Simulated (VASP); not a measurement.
## In2BiN: single point with r2SCAN

The system is In2BiN.

```
N In Bi
1.0
     3.42501    0.00000    0.00000
     0.00000    3.42501    0.00000
     0.00000    0.00000    8.22439
N In Bi
1 2 1
Cartesian
  0.0000 0.0000 0.0000
  0.0000 1.7125 6.8875
  1.7125 0.0000 1.3369
  1.7125 1.7125 4.1122
```

```json
{
  "Program": "VASP 6.6.1",
  "Task": "single point",
  "Functional": "r2SCAN",
  "Potentials or basis": "VASP PAW PBE potentials, release 64 (N, In_d, Bi_d)",
  "Cutoff": "660 eV",
  "k mesh": "8 × 8 × 4",
  "Occupations": "fermi-dirac, width 0.02 eV",
  "Spin": "no spin polarisation"
}
```

```
Pressure               : 0.2 GPa
Largest force          : 0.036 eV/Å
Band gap on the k mesh : zero (bands 23 and 24 overlap by 3.45 eV)
```

Forces in eV/Å, atoms in the order of the input:
```
N    0.000  0.000  0.000
In   0.000  0.000 -0.036
In   0.000  0.000  0.036
Bi   0.000  0.000  0.000
```

Levels at points of the mesh, in eV from the Fermi level:
```tsv
k point	band 20	band 21	band 22	band 23	band 24	band 25	band 26	band 27
(0.00, 0.00, 0.00)	-2.85	-2.32	-2.32	2.42	2.80	2.80	3.26	6.98
(0.50, 0.00, 0.00)	-4.46	-3.84	-1.88	0.12	0.88	2.20	2.51	4.31
(0.50, 0.50, 0.00)	-3.92	-3.10	-3.10	-1.32	-0.65	1.05	1.05	2.26
(0.00, 0.00, 0.50)	-2.31	-2.31	-0.30	0.13	2.71	2.71	5.13	6.25
(0.50, 0.00, 0.50)	-3.68	-2.67	-1.88	-1.17	-1.03	3.52	3.88	4.32
(0.50, 0.50, 0.50)	-3.93	-3.16	-3.16	-2.11	1.32	1.32	1.57	2.20
```

It took 31 min on 1 thread of Intel Xeon 8259CL, on a shared host, peak memory 0.38 GiB.

Caveat: the PAW data sets were made with another functional, which shifts forces and pressure a little; spin-orbit coupling is left out, which moves the levels of the heavy elements.
